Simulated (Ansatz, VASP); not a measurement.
# Two plane-wave programs on AlPt

Contents of POSCAR:

```
AlPt
1.0
    3.0915500000      0.0000000000      0.0000000000
    0.0000000000      3.0915500000      0.0000000000
    0.0000000000      0.0000000000      3.0915500000
Al Pt
1 1
Direct
    0.0000000000     -0.0080865585      0.0000000000
    0.5000000000      0.5000000000      0.5000000000
```

Contents of INCAR.step1:

```
SYSTEM = AlPt
ALGO = Normal
EDIFF = 1E-4
ENCUT = 520
GGA = PE
ISMEAR = 1
LASPH = .True.
LCHARG = .False.
LREAL = .False.
LWAVE = .True.
NBANDS = 14
NELM = 60
PREC = Accurate
SIGMA = 0.2
```

The input INCAR.step2:

```
SYSTEM = AlPt
ALGO = Normal
EDIFF = 1E-6
ENCUT = 520
ISIF = 2
ISMEAR = 1
ISTART = 1
LASPH = .True.
LCHARG = .False.
LMIXTAU = .True.
LREAL = .False.
LWAVE = .False.
METAGGA = R2SCAN
NBANDS = 14
NELM = 60
PREC = Accurate
SIGMA = 0.2
```

KPOINTS

```
k-points
0
Gamma
  4 4 4
  0 0 0
```

Input for Ansatz:

```yaml
crystal:
  lattice:
    - [3.09155, 0.0, 0.0]
    - [0.0, 3.09155, 0.0]
    - [0.0, 0.0, 3.09155]
  atoms:
    - { symbol: Al, position: [0.0, -0.008086558522424027, 0.0] }
    - { symbol: Pt, position: [0.5, 0.5, 0.5] }
basis:
  ecutwfc: 630.0
  xc_grid: 2
kpoints:
  mp_grid:
    grid: [4, 4, 4]
    shift: [0.0, 0.0, 0.0]
hamiltonian:
  xc: r2scan
scf:
  convergence:
    dr2_threshold: 1.0e-05
  mixing:
    algorithm: broyden
    beta: 0.4
    ndim: 8
  occupations:
    method: cold
    width: 0.2
output:
  forces: true
```

Alike in both runs: task single point; functional r2SCAN; k mesh 4 × 4 × 4; no spin polarisation.

|  | VASP | Ansatz |
| --- | --- | --- |
| version | VASP 6.6.1 | Ansatz 0.2.0 |
| potentials or method | VASP PAW PBE potentials, release 64 (Al, Pt), cutoff 520 eV | plane waves, PAW |
| occupations | methfessel-paxton of order 1, width 0.2 eV | cold, width 0.2 eV |
| valence electrons in the cell | 13 | 21 |

Ansatz gave:

* rms of the force components (eV/Å): 0.051

**Question.** Estimate VASP's values.

**Answer.** rms of the force components (eV/Å): 0.052.

VASP's potentials were made for PBE, not for r2SCAN. Atom by atom the forces differ by 0.001 eV/Å (rms over components). VASP's potentials hold 13 valence electrons a cell and Ansatz's 21, so a difference there can come from the potentials and not from the codes. Ansatz's warnings: force scf threshold loose.

The k mesh is coarse, so the values compare programs but aren't converged. Neither program's run includes spin-orbit coupling.
